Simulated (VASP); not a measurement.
# CaF2 (Fm-3m) in VASP: further runs

CaF2 is run at these levels: PBE; tasks: single point.

Everything below comes from runs of VASP 6.6.1. Logs are shortened: lines on timing, memory, paths and dates and some standing lists are left out, and cuts for length are marked.

## 1. The cell of the first run

It takes space group Fm-3m (No. 225, cubic). The conventional cell has a = 5.512 Å, b = 5.512 Å, c = 5.512 Å, α = 90.00°, β = 90.00°, γ = 90.00°. Within 3.2 Å of Ca (site symmetry m-3m) lie 8 F at 2.39 Å. F (site symmetry -43m) has 4 Ca at 2.39 Å and 6 F at 2.76 Å within 3.2 Å.

## 2. Single point, PBE

The input, INCAR:

```
SYSTEM = CaF2
PREC     = Accurate       ! precision mode
ENCUT    = 600            ! plane-wave cutoff, eV
EDIFF    = 1E-6           ! SCF threshold, eV
ISMEAR   = 0              ! smearing method
SIGMA    = 0.01           ! smearing width, eV
LREAL    = .FALSE.        ! projectors in reciprocal space
LASPH    = .TRUE.         ! aspherical terms in the spheres
NELM     = 120            ! most SCF steps
ALGO     = Normal         ! electronic algorithm
ISIF     = 2              ! what is computed and relaxed
LWAVE    = .FALSE.        ! write WAVECAR
LCHARG   = .FALSE.        ! write CHGCAR
GGA      = PE             ! functional
NBANDS   = 19             ! bands
GGA_COMPAT= .FALSE.
```

The input, KPOINTS:

```
Automatic mesh
0
G
  4 4 4
  0 0 0
```

The input, POSCAR:

```
CaF2
1.0
    0.0000000000      2.7559121050      2.7559121050
    2.7559121050      0.0000000000      2.7559121050
    2.7559121050      2.7559121050      0.0000000000
Ca F
1 2
Direct
    0.0000000000      0.0000000000      0.0000000000
    0.7500000000      0.7500000000      0.7500000000
    0.2500000000      0.2500000000      0.2500000000
```

Potentials or basis: VASP PAW PBE potentials, release 64 (Ca_sv, F).

Command:

```
$ cat potpaw_PBE.64/Ca_sv/POTCAR potpaw_PBE.64/F/POTCAR > POTCAR
$ mpirun -np 1 vasp_std > vasp.out
```

OUTCAR:

```text
SYSTEM = CaF2
   PREC = Accurate
   ENCUT = 600
   EDIFF = 1E-6
   ISMEAR = 0
   LREAL = .FALSE.
   LASPH = .TRUE.
   NELM = 120
   ISIF = 2
   GGA = PE

 ion  position               nearest neighbor table
   1  0.000  0.000  0.000-   2 2.39   2 2.39   2 2.39   2 2.39   3 2.39   3 2.39   3 2.39   3 2.39

   2  0.750  0.750  0.750-   1 2.39   1 2.39   1 2.39   1 2.39
   3  0.250  0.250  0.250-   1 2.39   1 2.39   1 2.39   1 2.39

  LATTYP: Found a face centered cubic cell.
 ALAT       =     5.5118242100

  Lattice vectors:

 A1 = (   0.0000000000,   2.7559121050,   2.7559121050)
 A2 = (   2.7559121050,   0.0000000000,   2.7559121050)
 A3 = (   2.7559121050,   2.7559121050,   0.0000000000)

Analysis of symmetry for initial positions (statically):
=====================================================================
 Subroutine PRICEL returns:
 Original cell was already a primitive cell.

 Routine SETGRP: Setting up the symmetry group for a
 face centered cubic supercell.

 Subroutine GETGRP returns: Found 48 space group operations
 (whereof 48 operations were pure point group operations)
 out of a pool of 48 trial point group operations.

The static configuration has the point symmetry O_h .

Analysis of symmetry for dynamics (positions and initial velocities):
=====================================================================
 Subroutine PRICEL returns:
 Original cell was already a primitive cell.

 Routine SETGRP: Setting up the symmetry group for a
 face centered cubic supercell.

 Subroutine GETGRP returns: Found 48 space group operations
 (whereof 48 operations were pure point group operations)
 out of a pool of 48 trial point group operations.

The dynamic configuration has the point symmetry O_h .

 Subroutine INISYM returns: Found 48 space group operations
 (whereof 48 operations are pure point group operations),
 and found     1 'primitive' translations

----------------------------------------------------------------------------------------

                                     Primitive cell

  volume of cell :      41.8626

  direct lattice vectors                    reciprocal lattice vectors
     0.000000000  2.755912105  2.755912105    -0.181428137  0.181428137  0.181428137
     2.755912105  0.000000000  2.755912105     0.181428137 -0.181428137  0.181428137
     2.755912105  2.755912105  0.000000000     0.181428137  0.181428137 -0.181428137

  length of vectors
     3.897448276  3.897448276  3.897448276     0.314242752  0.314242752  0.314242752

  position of ions in fractional coordinates (direct lattice)
     0.000000000  0.000000000  0.000000000
     0.750000000  0.750000000  0.750000000
     0.250000000  0.250000000  0.250000000

  ion indices of the primitive-cell ions
   primitive index   ion index
                 1           1
                 2           2
                 3           3

----------------------------------------------------------------------------------------

 KPOINTS: Automatic mesh

Automatic generation of k-mesh.
 Grid dimensions read from file:
 generate k-points for:    4    4    4

 Generating k-lattice:

  Cartesian coordinates                     Fractional coordinates (reciprocal lattice)
    -0.045357034  0.045357034  0.045357034     0.250000000  0.000000000  0.000000000
     0.045357034 -0.045357034  0.045357034     0.000000000  0.250000000  0.000000000
     0.045357034  0.045357034 -0.045357034     0.000000000  0.000000000  0.250000000

  Length of vectors
     0.078560688  0.078560688  0.078560688

  Shift w.r.t. Gamma in fractional coordinates (k-lattice)
     0.000000000  0.000000000  0.000000000

 Subroutine IBZKPT returns following result:
 ===========================================

 Found      8 irreducible k-points:

 Following reciprocal coordinates:
            Coordinates               Weight
  0.000000  0.000000  0.000000      1.000000
  0.250000  0.000000  0.000000      8.000000
  0.500000  0.000000  0.000000      4.000000
  0.250000  0.250000  0.000000      6.000000
  0.500000  0.250000  0.000000     24.000000
 -0.250000  0.250000  0.000000     12.000000
  0.500000  0.500000  0.000000      3.000000
 -0.250000  0.500000  0.250000      6.000000
   k-points           NKPTS =      8   k-points in BZ     NKDIM =      8   number of bands    NBANDS=     19
   number of dos      NEDOS =    301   number of ions     NIONS =      3
   total plane-waves  NPLWV =  32768
   dimension x,y,z NGX =    32 NGY =   32 NGZ =   32
   dimension x,y,z NGXF=    64 NGYF=   64 NGZF=   64
   ions per type =               1   2
   NGX,Y,Z   is equivalent  to a cutoff of  13.65, 13.65, 13.65 a.u.
   NGXF,Y,Z  is equivalent  to a cutoff of  27.30, 27.30, 27.30 a.u.
 SYSTEM =  CaF2
   PREC   = accura    normal or accurate (medium, high low for compatibility)
   ISTART =      0    job   : 0-new  1-cont  2-samecut
   ICHARG =      2    charge: 1-file 2-atom 10-const
   ISPIN  =      1    spin polarized calculation?
   LNONCOLLINEAR =      F non collinear calculations
   LSORBIT =      F    spin-orbit coupling
   LASPH  =      T    aspherical Exc in radial PAW
   ENCUT  =  600.0 eV  44.10 Ry    6.64 a.u.   7.78  7.78  7.78*2*pi/ulx,y,z
   NELM   =    120;   NELMIN=  2; NELMDL= -5     # of ELM steps
   EDIFF  = 0.1E-05   stopping-criterion for ELM
   LREAL  =      F    real-space projection
   EDIFFG = 0.1E-04   stopping-criterion for IOM
   NSW    =      0    number of steps for IOM
   IBRION =     -1    ionic relax: 0-MD 1-quasi-New 2-CG
   NFREE  =      0    steps in history (QN), initial steepest desc. (CG)
   ISIF   =      2    stress and relaxation
   ISYM   =      2    0-nonsym 1-usesym 2-fastsym
   POTIM  = 0.5000    time-step for ionic-motion
   TEBEG  =    0.0;   TEEND  =   0.0 temperature during run
   PSTRESS=    0.0 pullay stress
   NELECT =      24.0000    total number of electrons
   NUPDOWN=      -1.0000    fix difference up-down
   EMIN   =  10.00;   EMAX   =-10.00  energy-range for DOS
   EFERMI =   0.00;   METHOD = LEGACY
   ISMEAR =     0;   SIGMA  =   0.01  broadening in eV -4-tet -1-fermi 0-gaus
   EFERMI_NEDOS =   21; number of points for ismear=-14 and -15
   IALGO  =     38    algorithm
   IMIX   =      4    mixing-type and parameters
     AMIX     =   0.40;   BMIX     =  1.00
     AMIX_MAG =   1.60;   BMIX_MAG =  1.00
  volume/ion in A,a.u.               =      13.95        94.17
  Fermi-wavevector in a.u.,A,eV,Ry     =   1.359993  2.570013 25.165063  1.849580
  Thomas-Fermi vector in A             =   2.486693
   LORBIT       =      0    0 simple, 1 ext, 2 COOP (PROOUT), +10 PAW based schemes
   GGA     = PE    functional components
   LHFCALC =     F    Hartree Fock is set to
   AEXX    =    0.0000 exact exchange contribution
   IVDW    =     0    specifies the selected vdW correction
   LEPSILON=     F    determine dielectric tensor
   LRPA    =     F    only Hartree local field effects (RPA)
 non-spin polarized calculation
 Gauss-broadening in eV      SIGMA  =   0.01
  energy-cutoff  :      600.00
  volume of cell :       41.86
 maximum number of plane-waves:      1411
   NGX = 15   NGY = 15   NGZ = 15

 number of electron      24.0000003 magnetization

 Free energy of the ion-electron system (eV)
  ---------------------------------------------------
  ext. energy  EPLUGINS =         0.00000000
  ---------------------------------------------------
  free energy    TOTEN  =       -17.34446622 eV

  energy without entropy =      -17.34446622  energy(sigma->0) =      -17.34446622

 E-fermi :  -1.0403     XC(G=0):  -9.4968

 val. band max:       -1.1146465538   @ k =   0.5000   0.5000   0.0000
 cond. band min:       6.0056635714   @ k =   0.0000   0.0000   0.0000
 fundamental gap:      7.1203101252
 Fermi energy:        -1.0403082163

 k-point     1 :       0.0000    0.0000    0.0000
  band No.  band energies     occupation
      1     -37.2709      2.00000
      2     -20.9834      2.00000
      3     -20.2529      2.00000
      4     -18.2099      2.00000
      5     -18.2099      2.00000
      6     -18.2099      2.00000
[... 11 lines left out ...]
     18       9.8992      0.00000
     19      15.6076      0.00000

 k-point     2 :       0.2500    0.0000    0.0000
  band No.  band energies     occupation
      1     -37.2566      2.00000
      2     -21.0835      2.00000
      3     -20.4088      2.00000
      4     -18.2284      2.00000
      5     -18.2284      2.00000
      6     -17.9800      2.00000
[... 11 lines left out ...]
     18       9.7732      0.00000
     19      13.5994      0.00000

 k-point     3 :       0.5000    0.0000    0.0000
  band No.  band energies     occupation
      1     -37.2423      2.00000
      2     -21.0982      2.00000
      3     -20.6515      2.00000
      4     -18.2468      2.00000
      5     -18.2468      2.00000
      6     -17.7405      2.00000
[... 11 lines left out ...]
     18       9.6471      0.00000
     19      12.2861      0.00000

 k-point     4 :       0.2500    0.2500    0.0000
  band No.  band energies     occupation
      1     -37.2519      2.00000
      2     -21.1529      2.00000
      3     -20.3967      2.00000
      4     -18.2560      2.00000
      5     -18.2560      2.00000
      6     -17.8864      2.00000
[... 11 lines left out ...]
     18       9.7130      0.00000
     19      14.9834      0.00000

 k-point     5 :       0.5000    0.2500    0.0000
  band No.  band energies     occupation
      1     -37.2376      2.00000
      2     -21.1258      2.00000
      3     -20.7042      2.00000
      4     -18.2745      2.00000
      5     -18.1250      2.00000
      6     -17.7694      2.00000
[... 11 lines left out ...]
     18      11.0272      0.00000
     19      13.2448      0.00000

 k-point     6 :      -0.2500    0.2500    0.0000
  band No.  band energies     occupation
      1     -37.2423      2.00000
      2     -21.0638      2.00000
      3     -20.7060      2.00000
      4     -18.2471      2.00000
      5     -18.0475      2.00000
      6     -17.9186      2.00000
[... 11 lines left out ...]
     18      10.5204      0.00000
     19      13.6138      0.00000

 k-point     7 :       0.5000    0.5000    0.0000
  band No.  band energies     occupation
      1     -37.2328      2.00000
      2     -21.2953      2.00000
      3     -20.5347      2.00000
      4     -18.3019      2.00000
      5     -18.3019      2.00000
      6     -17.5798      2.00000
[... 11 lines left out ...]
     18      11.9021      0.00000
     19      13.4174      0.00000

 k-point     8 :      -0.2500    0.5000    0.2500
  band No.  band energies     occupation
      1     -37.2328      2.00000
      2     -20.9643      2.00000
      3     -20.9643      2.00000
      4     -18.3039      2.00000
      5     -17.8903      2.00000
      6     -17.8903      2.00000
[... 11 lines left out ...]
     18      13.1081      0.00000
     19      14.1610      0.00000

------------------------ aborting loop because EDIFF is reached ----------------------------------------

  FORCE on cell =-STRESS in cart. coord.  units (eV):
  Direction    XX          YY          ZZ          XY          YZ          ZX
  --------------------------------------------------------------------------------------
  -------------------------------------------------------------------------------------
  Total        0.0394127      0.0394127      0.0394127      0.0000000     -0.0000000      0.0000000
  in kB        1.5084141      1.5084141      1.5084141      0.0000000     -0.0000000      0.0000000
  external PRESSURE =       1.5084141 kB  Pullay stress =       0.0000000 kB

 VOLUME and BASIS-vectors are now :
 -----------------------------------------------------------------------------
  energy-cutoff  :      600.00
  volume of cell :       41.86
      direct lattice vectors                 reciprocal lattice vectors
     0.000000000  2.755912105  2.755912105    -0.181428137  0.181428137  0.181428137
     2.755912105  0.000000000  2.755912105     0.181428137 -0.181428137  0.181428137
     2.755912105  2.755912105  0.000000000     0.181428137  0.181428137 -0.181428137

 POSITION                                       TOTAL-FORCE (eV/Angst)
 -----------------------------------------------------------------------------------
      0.00000      0.00000      0.00000        -0.000000     -0.000000     -0.000000
      4.13387      4.13387      4.13387        -0.000000     -0.000000     -0.000000
      1.37796      1.37796      1.37796         0.000000      0.000000      0.000000
 -----------------------------------------------------------------------------------
    total drift:                                0.000000     -0.000000      0.000000

  FREE ENERGIE OF THE ION-ELECTRON SYSTEM (eV)
  ---------------------------------------------------
  free  energy   TOTEN  =       -17.3444662243 eV

  energy  without entropy=      -17.3444662243  energy(sigma->0) =      -17.34446622
```

Run time: 4.3 s. Hardware: 1 thread of AMD EPYC 9R45 (Zen 5), shared host; peak memory 0.14 GiB.

Results:

| Item | Value |
| --- | --- |
| Free energy | -17.3445 eV |
| Pressure | 0.2 GPa |
| Band gap on the k mesh | 7.12 eV (least direct gap 7.37 eV) |

Caveat: the k points lie up to 0.49 Å⁻¹ apart. A k mesh can miss the band edges.

[end of part 1 of 2]
